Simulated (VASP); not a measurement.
Input of a VASP 6.6.1 run:

Contents of INCAR:

```
PREC = Accurate ; ENCUT = 520
EDIFF = 1E-6 ; ISMEAR = 1
SIGMA = 0.1 ; LREAL = False
LASPH = True ; NELM = 80
ALGO = Normal ; ISIF = 2
LWAVE = False ; LCHARG = True
GGA = PE ; LELF = True
LVHAR = True ; NBANDS = 14
```

Contents of KPOINTS:

```
regular mesh
0
Gamma
  11 11 11
```

Contents of POSCAR:

```
HfN
1.0
    0.0000000000      2.2560000000      2.2560000000
    2.2560000000      0.0000000000      2.2560000000
    2.2560000000      2.2560000000      0.0000000000
Hf N
1 1
Direct
    0.0000000000      0.0000000000      0.0000000000
    0.5000000000      0.5000000000      0.5000000000
```

Potentials or basis: VASP PAW PBE potentials, release 64 (Hf_pv, N).

Run with:

```bash
$ cat potpaw_PBE.64/Hf_pv/POTCAR potpaw_PBE.64/N/POTCAR > POTCAR
$ mpirun -np 1 vasp_std > vasp.out
```

**Question.** Estimate the pressure.

**Answer.** 4.2 GPa.
